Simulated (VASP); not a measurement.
Wanted: the native input for a VASP 6.6.1 run.

```
Task                   : single point
Functional             : PBEsol
Potentials or basis    : VASP PAW PBE potentials, release 64 (Al)
Cutoff                 : 520 eV
k mesh                 : 18 × 18 × 10
Occupations            : gaussian, width 0.1 eV
Spin                   : no spin polarisation
Dipole correction      : no
Further INCAR settings : ALGO = Normal; EDIFF = 1e-06; NBANDS = 10
```

The structure of Al lies in POSCAR:

```
Al
1.0
    2.8507880184     -0.0000002874      0.0000000000
   -1.4253937603      2.4688549885      0.0000000000
    0.0000000000      0.0000000000      4.6363060356
Al
2
Direct
    0.0000000000      0.0000000000      0.0000000000
    0.3333333333      0.6666666667      0.5000000000
```

One way to write it, as run:

INCAR

```
SYSTEM = Al
PREC = Accurate
ENCUT = 520
EDIFF = 1E-6
ISMEAR = 0
SIGMA = 0.1
LREAL = .FALSE.
LASPH = .TRUE.
NELM = 100
ALGO = Normal
ISIF = 2
LWAVE = .FALSE.
LCHARG = .FALSE.
GGA = PS
NBANDS = 10
```

KPOINTS

```
Automatic mesh
0
G
  18 18 10
  0 0 0
```

Potentials or basis: VASP PAW PBE potentials, release 64 (Al).

Launch:

```bash
$ cat potpaw_PBE.64/Al/POTCAR > POTCAR
$ mpirun -np 1 vasp_std > vasp.out
```

It gave:

The pressure is 0.0 GPa and the band gap on the k mesh is zero (band 3 reaches 12.26 eV, above the bottom of band 4 at 4.83 eV).

Caveat: the PAW data sets were made with another functional, which shifts forces and pressure a little.

Run time: 23 s on 1 thread of Intel(R) Xeon(R) Platinum 8375C CPU @ 2.90GHz (Ice Lake), on a shared host, peak memory 0.19 GiB.
